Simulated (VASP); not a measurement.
Crystal: ReCl.

```
Re Cl
1.0
     4.04905    0.00000    0.00000
     0.00000    4.04905    0.00000
     0.00000    0.00000    5.11633
Re Cl
2 2
Direct
  0.00000 0.50000 0.23510
  0.50000 0.00000 0.76490
  0.00000 0.00000 0.00000
  0.50000 0.50000 0.00000
```

| Quantity | Value |
| --- | --- |
| Program | VASP 6.6.1 |
| Task | relaxation of cell and atoms |
| Functional | PBE |
| Potentials or basis | VASP PAW PBE potentials, release 64 (Re, Cl) |
| Cutoff | 600 eV |
| k mesh | 4 × 4 × 4 |
| Occupations | gaussian, width 0.1 eV |
| Spin | no spin polarisation |

At the start: pressure -3.7 GPa; volume 20.97 Å³/atom.

Question: Where does the relaxation end?

Answer: Over 24 steps the energy falls by 733.6 meV/atom and the volume is 16.07 Å³/atom (-23.4 %); space group P4/nmm (No. 129, to 0.1 Å) before and after.

The path:
| step | energy change (eV) | largest force (eV/Å) | pressure (GPa) | volume (Å³) |
| --- | --- | --- | --- | --- |
| 1 | 0.0000 | 1.4124 | -3.69 | 83.88 |
| 2 | -0.4616 | 1.9260 | -1.69 | 78.07 |
| 3 | -1.0206 | 3.7682 | 20.19 | 61.38 |
| 4 | -1.1004 | 3.5967 | 20.03 | 61.00 |
| 5 | -1.2691 | 2.6958 | 19.62 | 59.83 |
| 6 | -1.4283 | 2.4935 | 21.56 | 57.43 |
| 7 | -1.1262 | 0.3095 | 31.25 | 52.35 |
| 8 | -1.3577 | 2.0160 | 24.29 | 55.76 |
| 9 | -1.5960 | 1.5649 | 16.70 | 57.38 |
| 10 | -1.8925 | 0.6109 | 1.16 | 61.86 |
| 11 | -1.9015 | 0.4678 | -1.17 | 62.74 |
| 12 | -1.9439 | 0.4515 | -1.28 | 62.81 |
| 13 | -2.0864 | 0.5151 | -1.57 | 62.99 |
| 14 | -2.3984 | 0.3079 | -2.08 | 63.23 |
| 15 | -2.8234 | 0.5157 | -0.56 | 63.28 |
| 16 | -2.0476 | 3.0979 | 15.00 | 61.77 |
| 17 | -2.8456 | 1.0712 | 1.25 | 63.12 |
| 18 | -2.9170 | 0.5173 | -0.06 | 64.40 |
| 19 | -2.9193 | 0.3952 | -0.24 | 64.60 |
| 20 | -2.9195 | 0.3544 | -0.30 | 64.67 |
| 21 | -2.9316 | 0.1399 | 0.32 | 64.24 |
| 22 | -2.9337 | 0.0144 | 0.73 | 64.00 |
| 23 | -2.9331 | 0.0002 | -0.99 | 64.66 |
| 24 | -2.9345 | 0.0077 | 0.00 | 64.29 |

Final structure:
```cif
data_structure
_symmetry_space_group_name_H-M 'P 1'
_symmetry_Int_Tables_number 1
_cell_length_a 3.8007
_cell_length_b 3.8007
_cell_length_c 4.4505
_cell_angle_alpha 90.000
_cell_angle_beta 90.000
_cell_angle_gamma 90.000
_cell_volume 64.29
loop_
_atom_site_label
_atom_site_type_symbol
_atom_site_fract_x
_atom_site_fract_y
_atom_site_fract_z
_atom_site_occupancy
Re1 Re 0.00000 0.50000 0.37950 1
Re2 Re 0.50000 0.00000 0.62050 1
Cl1 Cl 0.00000 0.00000 0.00000 1
Cl2 Cl 0.50000 0.50000 0.00000 1
```

Caveat: the k points lie up to 0.41 Å⁻¹ apart in the final cell, too coarse for converged energies and pressures of a metal; the volume moved by over 15 % at a fixed basis, so the end points are rough.
